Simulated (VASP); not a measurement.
# Sc (I4/mmm) in VASP: single point with PBEsol

Aim: the single point of Sc with PBEsol.

All numbers are computed with VASP 6.6.1; they aren't measurements. Logs are shortened: lines on timing, memory, paths and dates and some standing lists are left out, and cuts for length are marked.

**1. The cell of the first run**

Symmetry: I4/mmm, No. 139, tetragonal system. Conventional cell: a = 3.758 Å, b = 3.758 Å, c = 4.761 Å, α = 90.00°, β = 90.00°, γ = 90.00°. Within 4.8 Å of Sc (site symmetry 4/mmm) lie 14 Sc at 3.57 to 4.76 Å.

**2. Single point, PBEsol**

Contents of INCAR:

```
ALGO = Normal ; EDIFF = 1E-6
ENCUT = 520 ; GGA = PS
ISIF = 2 ; ISMEAR = 1
LASPH = T ; LCHARG = F
LREAL = F ; LWAVE = F
NBANDS = 12 ; NELM = 100
PREC = Accurate ; SIGMA = 0.1
```

Contents of KPOINTS:

```
k-points
0
Gamma
  10 10 10
```

Contents of POSCAR:

```
Sc
1.0
   -1.8790000000      1.8790000000      2.3805000000
    1.8790000000     -1.8790000000      2.3805000000
    1.8790000000      1.8790000000     -2.3805000000
Sc
1
Direct
    0.0000000000      0.0000000000      0.0000000000
```

Potentials or basis: VASP PAW PBE potentials, release 64 (Sc_sv).

Command:

```
cat potpaw_PBE.64/Sc_sv/POTCAR > POTCAR
mpirun -np 1 vasp_std > vasp.out
```

OUTCAR:

```text
EDIFF = 1E-6
   ENCUT = 520
   GGA = PS
   ISIF = 2
   ISMEAR = 1
   LASPH = T
   LREAL = F
   NELM = 100
   PREC = Accurate

 ion  position               nearest neighbor table
   1  0.000  0.000  0.000-

  LATTYP: Found a body centered tetragonal cell.
 ALAT       =     3.7580000000
 C/A-ratio  =     1.2668972858

  Lattice vectors:

 A1 = (  -1.8790000000,   1.8790000000,   2.3805000000)
 A2 = (   1.8790000000,  -1.8790000000,   2.3805000000)
 A3 = (   1.8790000000,   1.8790000000,  -2.3805000000)

Analysis of symmetry for initial positions (statically):
=====================================================================
 Subroutine PRICEL returns:
 Original cell was already a primitive cell.

 Routine SETGRP: Setting up the symmetry group for a
 body centered tetragonal supercell.

 Subroutine GETGRP returns: Found 16 space group operations
 (whereof 16 operations were pure point group operations)
 out of a pool of 16 trial point group operations.

The static configuration has the point symmetry D_4h.

Analysis of symmetry for dynamics (positions and initial velocities):
=====================================================================
 Subroutine PRICEL returns:
 Original cell was already a primitive cell.

 Routine SETGRP: Setting up the symmetry group for a
 body centered tetragonal supercell.

 Subroutine GETGRP returns: Found 16 space group operations
 (whereof 16 operations were pure point group operations)
 out of a pool of 16 trial point group operations.

The dynamic configuration has the point symmetry D_4h.

 Subroutine INISYM returns: Found 16 space group operations
 (whereof 16 operations are pure point group operations),
 and found     1 'primitive' translations

----------------------------------------------------------------------------------------

                                     Primitive cell

  volume of cell :      33.6188

  direct lattice vectors                    reciprocal lattice vectors
    -1.879000000  1.879000000  2.380500000     0.000000000  0.266098989  0.210039908
     1.879000000 -1.879000000  2.380500000     0.266098989  0.000000000  0.210039908
     1.879000000  1.879000000 -2.380500000     0.266098989  0.266098989  0.000000000

  length of vectors
     3.567640992  3.567640992  3.567640992     0.339006541  0.339006541  0.376320799

  position of ions in fractional coordinates (direct lattice)
     0.000000000  0.000000000  0.000000000

  ion indices of the primitive-cell ions
   primitive index   ion index
[... 76 lines left out ...]
   NSW    =      0    number of steps for IOM
   IBRION =     -1    ionic relax: 0-MD 1-quasi-New 2-CG
   NFREE  =      0    steps in history (QN), initial steepest desc. (CG)
   ISIF   =      2    stress and relaxation
   ISYM   =      2    0-nonsym 1-usesym 2-fastsym
   POTIM  = 0.5000    time-step for ionic-motion
   TEBEG  =    0.0;   TEEND  =   0.0 temperature during run
   PSTRESS=    0.0 pullay stress
   NELECT =      11.0000    total number of electrons
   NUPDOWN=      -1.0000    fix difference up-down
   EMIN   =  10.00;   EMAX   =-10.00  energy-range for DOS
   EFERMI =   0.00;   METHOD = LEGACY
   ISMEAR =     1;   SIGMA  =   0.10  broadening in eV -4-tet -1-fermi 0-gaus
   EFERMI_NEDOS =   21; number of points for ismear=-14 and -15
   IALGO  =     38    algorithm
   IMIX   =      4    mixing-type and parameters
     AMIX     =   0.40;   BMIX     =  1.00
     AMIX_MAG =   1.60;   BMIX_MAG =  1.00
  volume/ion in A,a.u.               =      33.62       226.87
  Fermi-wavevector in a.u.,A,eV,Ry     =   1.128094  2.131788 17.314709  1.272595
  Thomas-Fermi vector in A             =   2.264782
   LORBIT       =      0    0 simple, 1 ext, 2 COOP (PROOUT), +10 PAW based schemes
   GGA     = PS    functional components
   LHFCALC =     F    Hartree Fock is set to
   AEXX    =    0.0000 exact exchange contribution
   IVDW    =     0    specifies the selected vdW correction
   LEPSILON=     F    determine dielectric tensor
   LRPA    =     F    only Hartree local field effects (RPA)
 non-spin polarized calculation
 Methfessel and Paxton  Order N= 1 SIGMA  =   0.10
  energy-cutoff  :      520.00
  volume of cell :       33.62
 maximum number of plane-waves:       920
   NGX = 13   NGY = 13   NGZ = 13

 number of electron      10.9999998 magnetization

 Free energy of the ion-electron system (eV)
  ---------------------------------------------------
  ext. energy  EPLUGINS =         0.00000000
  ---------------------------------------------------
  free energy    TOTEN  =        -6.11534099 eV

  energy without entropy =       -6.11705810  energy(sigma->0) =       -6.11591336

 E-fermi :   2.0104     XC(G=0):  -8.8010

 val. band max:        1.9861883083   @ k =   0.5000   0.2000   0.1000
 cond. band min:       2.0132197979   @ k =  -0.4000   0.3000  -0.0000
 fundamental gap:      0.0270314896
 Fermi energy:         2.0104141243

 k-point     1 :       0.0000    0.0000    0.0000
  band No.  band energies     occupation
      1     -48.0668      2.00000
      2     -26.6667      2.00000
      3     -26.6625      2.00000
      4     -26.6625      2.00000
      5      -2.4979      2.00000
      6       3.0172     -0.00000
      7       3.0172     -0.00000
      8       3.4609     -0.00000
      9       3.7459     -0.00000
     10       4.2176      0.00000
     11      13.1023      0.00000
     12      14.8747      0.00000
[... 331 lines left out ...]
 k-point    24 :       0.4000    0.3000    0.0000
  band No.  band energies     occupation
      1     -48.0492      2.00000
      2     -26.7639      2.00000
      3     -26.7390      2.00000
      4     -26.6898      2.00000
      5       1.5656      2.00000
      6       1.6874      2.00005
      7       2.3029     -0.00028
      8       3.8982     -0.00000
      9       4.4612      0.00000
     10       6.0369      0.00000
     11       6.3243      0.00000
     12       7.9810      0.00000

 [... further k-points ...]
[... 5 lines left out ...]
  --------------------------------------------------------------------------------------
  -------------------------------------------------------------------------------------
  Total       -2.3660571     -2.3660571     -2.0146411      0.0000000      0.0000000      0.0000000
  in kB     -112.7597392   -112.7597392    -96.0122261      0.0000000      0.0000000      0.0000000
  external PRESSURE =    -107.1772349 kB  Pullay stress =       0.0000000 kB

 VOLUME and BASIS-vectors are now :
 -----------------------------------------------------------------------------
  energy-cutoff  :      520.00
  volume of cell :       33.62
      direct lattice vectors                 reciprocal lattice vectors
    -1.879000000  1.879000000  2.380500000     0.000000000  0.266098989  0.210039908
     1.879000000 -1.879000000  2.380500000     0.266098989  0.000000000  0.210039908
     1.879000000  1.879000000 -2.380500000     0.266098989  0.266098989  0.000000000

 POSITION                                       TOTAL-FORCE (eV/Angst)
 -----------------------------------------------------------------------------------
      0.00000      0.00000      0.00000         0.000000      0.000000      0.000000
 -----------------------------------------------------------------------------------
    total drift:                               -0.000000     -0.000000     -0.000000

  FREE ENERGIE OF THE ION-ELECTRON SYSTEM (eV)
  ---------------------------------------------------
  free  energy   TOTEN  =        -6.1153409897 eV

  energy  without entropy=       -6.1170581034  energy(sigma->0) =       -6.11591336
```

OSZICAR:

```text
N       E                     dE             d eps       ncg     rms          rms(c)
DAV:   1     0.766632743987E+02    0.76663E+02   -0.49589E+03  2448   0.836E+02
DAV:   2    -0.557204985891E+01   -0.82235E+02   -0.80992E+02  2448   0.282E+02
DAV:   3    -0.717079454937E+01   -0.15987E+01   -0.15654E+01  3476   0.499E+01
DAV:   4    -0.720056242967E+01   -0.29768E-01   -0.29698E-01  3100   0.556E+00
DAV:   5    -0.720110041023E+01   -0.53798E-03   -0.53797E-03  3316   0.681E-01    0.486E+00
DAV:   6    -0.622067561040E+01    0.98042E+00   -0.15829E+00  3752   0.162E+01    0.136E+00
DAV:   7    -0.612387114163E+01    0.96804E-01   -0.21174E-01  3904   0.552E+00    0.736E-01
DAV:   8    -0.611770349952E+01    0.61676E-02   -0.34384E-02  3228   0.267E+00    0.254E-01
DAV:   9    -0.611537672348E+01    0.23268E-02   -0.82501E-03  3636   0.117E+00    0.468E-02
DAV:  10    -0.611535643554E+01    0.20288E-04   -0.36199E-04  3768   0.226E-01    0.203E-02
DAV:  11    -0.611534079610E+01    0.15639E-04   -0.38607E-05  3784   0.799E-02    0.118E-03
DAV:  12    -0.611534098969E+01   -0.19359E-06   -0.27205E-07  1788   0.509E-03
   1 F= -.61153410E+01 E0= -.61159134E+01  d E =0.171711E-02
```

Run time: 44 s. Hardware: 1 thread of Intel Xeon 8259CL, shared host; peak memory 0.18 GiB.

What came out:

| Quantity | Value |
| --- | --- |
| Free energy | -6.1153 eV |
| Pressure | -10.7 GPa |
| Band gap on the k mesh | zero (an odd number of electrons rules out a gap without spin polarisation) |

Caveat: the cell stands under tension; the PAW data sets were made with another functional, which shifts forces and pressure a little.
